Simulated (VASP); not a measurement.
TaSi (CsCl type), 2 atoms in the cell. The structure is cubic, space group Pm-3m (No. 221). The conventional cell has a = 2.560 Å, b = 2.560 Å, c = 2.560 Å, α = 90.00°, β = 90.00°, γ = 90.00°. Within 2.9 Å of Ta (site symmetry m-3m) lie 8 Si at 2.22 Å and 6 Ta at 2.56 Å. Si (site symmetry m-3m) has 8 Ta at 2.22 Å and 6 Si at 2.56 Å within 2.9 Å. 

| Property | Result |
| --- | --- |
| Program | VASP 6.6.1 |
| Task | single point |
| Functional | PBEsol |
| Potentials or basis | VASP PAW PBE potentials, release 64 (Ta_pv, Si) |
| Cutoff | 520 eV |
| k mesh | 14 × 14 × 14 |
| Occupations | fermi-dirac, width 0.05 eV |
| Spin | no spin polarisation |
| Dipole correction | no |
| Further INCAR settings | ALGO = Normal; EDIFF = 1e-06; NBANDS = 14 |

Potentials or basis: VASP PAW PBE potentials, release 64 (Ta_pv, Si).

The run is started by

```console
$ cat potpaw_PBE.64/Ta_pv/POTCAR potpaw_PBE.64/Si/POTCAR > POTCAR
$ mpirun -np 1 vasp_std > vasp.out
```

Hardware: 1 thread of Intel Xeon 8259CL, with other jobs on the host.

Question: How long does it take, and how much memory?

Answer: Wall time 23 s on 1 thread of Intel Xeon 8259CL (shared host), peak memory 0.15 GiB. Counts: scf iterations 11, k points 120.
